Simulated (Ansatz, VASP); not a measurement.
## Mn3Si in VASP and in Ansatz

```xyz
4
Lattice="2.7535 0.0000 0.0000 0.0000 2.7535 0.0000 0.0000 0.0000 5.6075" Properties=species:S:1:pos:R:3 pbc="T T T"
Mn    1.3767    1.3767    0.0000
Mn    0.0000    0.0000    1.4212
Mn    0.0000    0.0000    4.1863
Si    1.3767    1.3767    2.8038
```

Change from the starting cell: volume scaled by 0.96.

Alike in both runs: task single point; functional PBEsol; k mesh 10 × 10 × 5; occupations fermi-dirac, width 0.05 eV; collinear spin.

```csv
,VASP,Ansatz
version,VASP 6.6.1,Ansatz 0.2.0
potentials or method,"VASP PAW PBE potentials, release 64 (Mn_pv, Si), cutoff 520 eV","all-electron LAPW, scalar-relativistic"
```

VASP gave:

| Quantity | Value |
| --- | --- |
| gap on the k mesh at the Fermi level (eV) | none |
| pressure (GPa) | -1.8 |
| traceless stress, the component that is largest in VASP (GPa) | 0.66 |
| rms of the force components (eV/Å) | 0.090 |
| net moment per atom (μB) | 0.27 |
| size of the moment on the site where the two differ most (μB) | 1.44 |

Problem. Estimate Ansatz's values.

Solution. gap on the k mesh at the Fermi level (eV): none; pressure (GPa): -2.0; traceless stress, the component that is largest in VASP (GPa): 0.71; rms of the force components (eV/Å): 0.087; net moment per atom (μB): 0.26; size of the moment on the site where the two differ most (μB): 1.41.

VASP's potentials were made for PBE, not for PBEsol. Site moments also hang on the region over which each program counts them. Atom by atom the forces differ by 0.003 eV/Å (rms over components). A gap of «none» marks a metal or a gap that the smearing closes. Ansatz ran all-electron here, and VASP with PAW potentials.
